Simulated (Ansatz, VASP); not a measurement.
**One calculation of Ag2Pt, two programs**

```
CELL_PARAMETERS angstrom
0.00000 3.13588 3.13588
3.13588 0.00000 3.13588
3.13588 3.13588 0.00000
ATOMIC_POSITIONS crystal
Ag 0.25000 0.25000 0.25000
Ag 0.75000 0.75000 0.75000
Pt 0.00000 0.00000 0.00000
```

Alike in both runs: functional PBE; k mesh 6 × 6 × 6; occupations gaussian, width 0.1 eV; no spin polarisation.

Ansatz relaxed the structure, and its values are those at the end. VASP's run is a single point on that final structure, the one shown.

|  | VASP | Ansatz |
| --- | --- | --- |
| version | VASP 6.6.1 | Ansatz 0.2.0 |
| potentials or method | VASP PAW PBE potentials, release 64 (Ag, Pt), cutoff 520 eV | scalar-relativistic, plane waves, PAW |
| valence electrons in the cell | 32 | 56 |

|  | VASP | Ansatz | Ansatz less VASP |
| --- | --- | --- | --- |
| gap on the k mesh at the Fermi level (eV) | none | none | - |
| pressure (GPa) | 0.1 | 0.2 | +0.06 |

A gap of «none» marks a metal or a gap that the smearing closes. VASP's potentials hold 32 valence electrons a cell and Ansatz's 56, so a difference there can come from the potentials and not from the codes.

Neither program's run includes spin-orbit coupling.
